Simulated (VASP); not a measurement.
# NaMnBi (P4/nmm) in VASP: single point with PBE

Aim: the single point of NaMnBi with PBE.

Everything below comes from runs of VASP 6.6.1. Logs are shortened: lines on timing, memory, paths and dates and some standing lists are left out, and cuts for length are marked.

**1. The cell of the first run**

It takes space group P4/nmm (No. 129, tetragonal). Conventional cell: a = 4.141 Å, b = 4.141 Å, c = 7.822 Å, α = 90.00°, β = 90.00°, γ = 90.00°. Within 4.2 Å of Na (site symmetry 4mm) lie 5 Bi at 3.10 to 3.43 Å and 4 Mn at 3.41 Å and 8 Na at 3.78 to 4.14 Å. Mn (site symmetry -4m2) has 4 Bi at 2.67 Å and 4 Mn at 2.93 Å and 4 Na at 3.41 Å within 3.5 Å. Bi (site symmetry 4mm) has 4 Mn at 2.67 Å and 5 Na at 3.10 to 3.43 Å within 3.5 Å.

**2. Single point, PBE**

INCAR

```
ALGO = Fast
EDIFF = 1E-7
ENCUT = 520
GGA = PE
ISIF = 2
ISMEAR = 0
LASPH = True
LCHARG = False
LREAL = False
LWAVE = False
NBANDS = 44
NELM = 80
PREC = Accurate
SIGMA = 0.1
```

KPOINTS

```
k-points
0
Gamma
  8 8 6
```

POSCAR

```
NaMnBi
1.0
    4.1406683990      0.0000000000      0.0000000000
    0.0000000000      4.1406683990      0.0000000000
    0.0000000000      0.0000000000      7.8220675068
Na Mn Bi
2 2 2
Direct
    0.0000000000      0.5000000000      0.6532105942
    0.5000000000      0.0000000000      0.3467894058
    0.5000000000      0.5000000000      0.0000000000
    0.0000000000      0.0000000000      0.0000000000
    0.0000000000      0.5000000000      0.2149516507
    0.5000000000      0.0000000000      0.7850483493
```

Potentials or basis: VASP PAW PBE potentials, release 64 (Na_pv, Mn_pv, Bi_d).

The run is started by

```sh
$ cat potpaw_PBE.64/Na_pv/POTCAR potpaw_PBE.64/Mn_pv/POTCAR potpaw_PBE.64/Bi_d/POTCAR > POTCAR
$ mpirun -np 1 vasp_std > vasp.out
```

OUTCAR:

```text
EDIFF = 1E-7
   ENCUT = 520
   GGA = PE
   ISIF = 2
   ISMEAR = 0
   LASPH = True
   LREAL = False
   NELM = 80
   PREC = Accurate

 ion  position               nearest neighbor table
   1  0.000  0.500  0.653-   6 3.10   6 3.10   6 3.10   6 3.10
   2  0.500  0.000  0.347-   5 3.10   5 3.10   5 3.10   5 3.10
   3  0.500  0.500  0.000-   5 2.67   6 2.67   6 2.67   5 2.67   4 2.93   4 2.93   4 2.93   4 2.93

   4  0.000  0.000  0.000-   5 2.67   6 2.67   5 2.67   6 2.67   3 2.93   3 2.93   3 2.93   3 2.93

   5  0.000  0.500  0.215-   3 2.67   4 2.67   4 2.67   3 2.67   2 3.10   2 3.10   2 3.10   2 3.10

   6  0.500  0.000  0.785-   3 2.67   4 2.67   3 2.67   4 2.67   1 3.10   1 3.10   1 3.10   1 3.10

  LATTYP: Found a simple tetragonal cell.
 ALAT       =     4.1406683990
 C/A-ratio  =     1.8890832960

  Lattice vectors:

 A1 = (   4.1406683990,   0.0000000000,   0.0000000000)
 A2 = (   0.0000000000,   4.1406683990,   0.0000000000)
 A3 = (   0.0000000000,   0.0000000000,   7.8220675068)

Analysis of symmetry for initial positions (statically):
=====================================================================
 Subroutine PRICEL returns:
 Original cell was already a primitive cell.

 Routine SETGRP: Setting up the symmetry group for a
 simple tetragonal supercell.

 Subroutine GETGRP returns: Found 16 space group operations
 (whereof  8 operations were pure point group operations)
 out of a pool of 16 trial point group operations.

The static configuration has the point symmetry D_2d.
 The point group associated with its full space group is D_4h.

Analysis of symmetry for dynamics (positions and initial velocities):
=====================================================================
 Subroutine PRICEL returns:
 Original cell was already a primitive cell.

 Routine SETGRP: Setting up the symmetry group for a
 simple tetragonal supercell.

 Subroutine GETGRP returns: Found 16 space group operations
 (whereof  8 operations were pure point group operations)
 out of a pool of 16 trial point group operations.

The dynamic configuration has the point symmetry D_2d.
 The point group associated with its full space group is D_4h.

 Subroutine INISYM returns: Found 16 space group operations
 (whereof  8 operations are pure point group operations),
 and found     1 'primitive' translations

----------------------------------------------------------------------------------------

                                     Primitive cell

  volume of cell :     134.1104

  direct lattice vectors                    reciprocal lattice vectors
     4.140668399  0.000000000  0.000000000     0.241506903  0.000000000  0.000000000
     0.000000000  4.140668399  0.000000000     0.000000000  0.241506903  0.000000000
     0.000000000  0.000000000  7.822067507     0.000000000  0.000000000  0.127843438

  length of vectors
     4.140668399  4.140668399  7.822067507     0.241506903  0.241506903  0.127843438

  position of ions in fractional coordinates (direct lattice)
     0.000000000  0.500000000  0.653210594
     0.500000000  0.000000000  0.346789406
     0.500000000  0.500000000  0.000000000
     0.000000000  0.000000000  0.000000000
     0.000000000  0.500000000  0.214951651
     0.500000000  0.000000000  0.785048349

  ion indices of the primitive-cell ions
   primitive index   ion index
                 1           1
                 2           2
                 3           3
                 4           4
                 5           5
                 6           6

----------------------------------------------------------------------------------------

 KPOINTS: k-points

Automatic generation of k-mesh.
 Grid dimensions read from file:
 generate k-points for:    8    8    6

 Generating k-lattice:

  Cartesian coordinates                     Fractional coordinates (reciprocal lattice)
     0.030188363  0.000000000  0.000000000     0.125000000  0.000000000  0.000000000
     0.000000000  0.030188363  0.000000000     0.000000000  0.125000000  0.000000000
     0.000000000  0.000000000  0.021307240     0.000000000  0.000000000  0.166666667

  Length of vectors
     0.030188363  0.030188363  0.021307240

  Shift w.r.t. Gamma in fractional coordinates (k-lattice)
     0.000000000  0.000000000  0.000000000

 Subroutine IBZKPT returns following result:
 ===========================================

 Found     60 irreducible k-points:

 Following reciprocal coordinates:
            Coordinates               Weight
  0.000000  0.000000  0.000000      1.000000
  0.125000  0.000000  0.000000      4.000000
  0.250000  0.000000  0.000000      4.000000
  0.375000  0.000000  0.000000      4.000000
  0.500000  0.000000  0.000000      2.000000
  0.125000  0.125000  0.000000      4.000000
[... 16 lines left out ...]
  0.375000  0.125000  0.166667     16.000000
  0.500000  0.125000  0.166667      8.000000
 [... further k-points ...]
   k-points           NKPTS =     60   k-points in BZ     NKDIM =     60   number of bands    NBANDS=     44
   number of dos      NEDOS =    301   number of ions     NIONS =      6
   total plane-waves  NPLWV =  61440
   dimension x,y,z NGX =    32 NGY =   32 NGZ =   60
   dimension x,y,z NGXF=    64 NGYF=   64 NGZF=  120
   ions per type =               2   2   2
   NGX,Y,Z   is equivalent  to a cutoff of  12.85, 12.85, 12.75 a.u.
   NGXF,Y,Z  is equivalent  to a cutoff of  25.70, 25.70, 25.50 a.u.
 SYSTEM =  unknown system
   PREC   = accura    normal or accurate (medium, high low for compatibility)
   ISTART =      0    job   : 0-new  1-cont  2-samecut
   ICHARG =      2    charge: 1-file 2-atom 10-const
   ISPIN  =      1    spin polarized calculation?
   LNONCOLLINEAR =      F non collinear calculations
   LSORBIT =      F    spin-orbit coupling
   LASPH  =      T    aspherical Exc in radial PAW
   ENCUT  =  520.0 eV  38.22 Ry    6.18 a.u.   7.70  7.70 14.54*2*pi/ulx,y,z
   NELM   =     80;   NELMIN=  2; NELMDL= -5     # of ELM steps
   EDIFF  = 0.1E-06   stopping-criterion for ELM
   LREAL  =      F    real-space projection
   EDIFFG = 0.1E-05   stopping-criterion for IOM
   NSW    =      0    number of steps for IOM
   IBRION =     -1    ionic relax: 0-MD 1-quasi-New 2-CG
   NFREE  =      0    steps in history (QN), initial steepest desc. (CG)
   ISIF   =      2    stress and relaxation
   ISYM   =      2    0-nonsym 1-usesym 2-fastsym
   POTIM  = 0.5000    time-step for ionic-motion
   TEBEG  =    0.0;   TEEND  =   0.0 temperature during run
   PSTRESS=    0.0 pullay stress
   NELECT =      70.0000    total number of electrons
   NUPDOWN=      -1.0000    fix difference up-down
   EMIN   =  10.00;   EMAX   =-10.00  energy-range for DOS
   EFERMI =   0.00;   METHOD = LEGACY
   ISMEAR =     0;   SIGMA  =   0.10  broadening in eV -4-tet -1-fermi 0-gaus
   EFERMI_NEDOS =   21; number of points for ismear=-14 and -15
   IALGO  =     68    algorithm
   IMIX   =      4    mixing-type and parameters
     AMIX     =   0.40;   BMIX     =  1.00
     AMIX_MAG =   1.60;   BMIX_MAG =  1.00
  volume/ion in A,a.u.               =      22.35       150.84
  Fermi-wavevector in a.u.,A,eV,Ry     =   1.318115  2.490876 23.639137  1.737428
  Thomas-Fermi vector in A             =   2.448108
   LORBIT       =      0    0 simple, 1 ext, 2 COOP (PROOUT), +10 PAW based schemes
   GGA     = PE    functional components
   LHFCALC =     F    Hartree Fock is set to
   AEXX    =    0.0000 exact exchange contribution
   IVDW    =     0    specifies the selected vdW correction
   LEPSILON=     F    determine dielectric tensor
   LRPA    =     F    only Hartree local field effects (RPA)
 non-spin polarized calculation
 RMM-DIIS sequential band-by-band and
 Gauss-broadening in eV      SIGMA  =   0.10
  energy-cutoff  :      520.00
  volume of cell :      134.11
 maximum number of plane-waves:      3637
 NGX is ok and might be reduce to    32
   NGX = 15   NGY = 15   NGZ = 29

 number of electron      69.9999933 magnetization

 Free energy of the ion-electron system (eV)
  ---------------------------------------------------
  ext. energy  EPLUGINS =         0.00000000
  ---------------------------------------------------
  free energy    TOTEN  =       -26.53751942 eV

  energy without entropy =      -26.48876239  energy(sigma->0) =      -26.51314090

 E-fermi :   5.7476     XC(G=0):  -9.8149

 val. band max:        5.7460438404   @ k =   0.1250   0.0000   0.0000
 cond. band min:       5.7814664190   @ k =   0.2500   0.1250   0.5000
 fundamental gap:      0.0354225786
 Fermi energy:         5.7476191584

 k-point     1 :       0.0000    0.0000    0.0000
  band No.  band energies     occupation
      1     -41.9047      2.00000
      2     -41.9047      2.00000
      3     -41.8366      2.00000
      4     -41.8366      2.00000
      5     -41.7839      2.00000
      6     -41.7689      2.00000
[... 36 lines left out ...]
     43       9.9503      0.00000
     44      10.4977      0.00000

 k-point     2 :       0.1250    0.0000    0.0000
  band No.  band energies     occupation
      1     -41.9023      2.00000
      2     -41.9021      2.00000
      3     -41.8394      2.00000
      4     -41.8392      2.00000
      5     -41.7833      2.00000
      6     -41.7694      2.00000
[... 36 lines left out ...]
     43      10.0124      0.00000
     44      11.1074      0.00000

 k-point     3 :       0.2500    0.0000    0.0000
  band No.  band energies     occupation
      1     -41.8953      2.00000
      2     -41.8948      2.00000
      3     -41.8471      2.00000
      4     -41.8466      2.00000
      5     -41.7816      2.00000
      6     -41.7710      2.00000
[... 976 lines left out ...]
     43      10.8378      0.00000
     44      11.2899      0.00000

 k-point    24 :       0.5000    0.1250    0.1667
  band No.  band energies     occupation
      1     -41.8870      2.00000
      2     -41.8870      2.00000
      3     -41.8554      2.00000
      4     -41.8554      2.00000
      5     -41.7762      2.00000
      6     -41.7762      2.00000
[... 36 lines left out ...]
     43      11.2918      0.00000
     44      11.3861      0.00000

 [... further k-points ...]

------------------------ aborting loop because EDIFF is reached ----------------------------------------

  FORCE on cell =-STRESS in cart. coord.  units (eV):
  Direction    XX          YY          ZZ          XY          YZ          ZX
  --------------------------------------------------------------------------------------
  -------------------------------------------------------------------------------------
  Total        0.0399707      0.0399707      0.0073282      0.0000000      0.0000000      0.0000000
  in kB        0.4775177      0.4775177      0.0875476      0.0000000      0.0000000      0.0000000
  external PRESSURE =       0.3475276 kB  Pullay stress =       0.0000000 kB

 VOLUME and BASIS-vectors are now :
 -----------------------------------------------------------------------------
  energy-cutoff  :      520.00
  volume of cell :      134.11
      direct lattice vectors                 reciprocal lattice vectors
     4.140668399  0.000000000  0.000000000     0.241506903  0.000000000  0.000000000
     0.000000000  4.140668399  0.000000000     0.000000000  0.241506903  0.000000000
     0.000000000  0.000000000  7.822067507     0.000000000  0.000000000  0.127843438

 POSITION                                       TOTAL-FORCE (eV/Angst)
 -----------------------------------------------------------------------------------
      0.00000      2.07033      5.10946         0.000000     -0.000000     -0.003949
      2.07033      0.00000      2.71261         0.000000      0.000000      0.003949
      2.07033      2.07033      0.00000        -0.000000     -0.000000      0.000000
      0.00000      0.00000      0.00000         0.000000      0.000000      0.000000
      0.00000      2.07033      1.68137        -0.000000      0.000000      0.004281
      2.07033      0.00000      6.14070         0.000000      0.000000     -0.004281
 -----------------------------------------------------------------------------------
    total drift:                                0.000000     -0.000000      0.000000

  FREE ENERGIE OF THE ION-ELECTRON SYSTEM (eV)
  ---------------------------------------------------
  free  energy   TOTEN  =       -26.5375194186 eV

  energy  without entropy=      -26.4887623853  energy(sigma->0) =      -26.51314090
```

It took 2.6 min on 1 thread of Intel Xeon 6975P-C (Granite Rapids), shared host; peak memory 0.43 GiB.

Results:

```yaml
Free_energy: -26.5375 eV
Pressure: 0.0 GPa
Largest_force: 0.004 eV/Å
Band_gap_on_the_k_mesh: zero (bands 35 and 36 overlap by 0.70 eV)
```

Forces in eV/Å, atoms in the order of the input:
```
Na   0.000  0.000 -0.004
Na   0.000  0.000  0.004
Mn   0.000  0.000  0.000
Mn   0.000  0.000  0.000
Bi   0.000  0.000  0.004
Bi   0.000  0.000 -0.004
```

Caveat: spin-orbit coupling is left out, which moves the levels of the heavy elements; the run has no spin polarisation, though such a crystal can be magnetic.
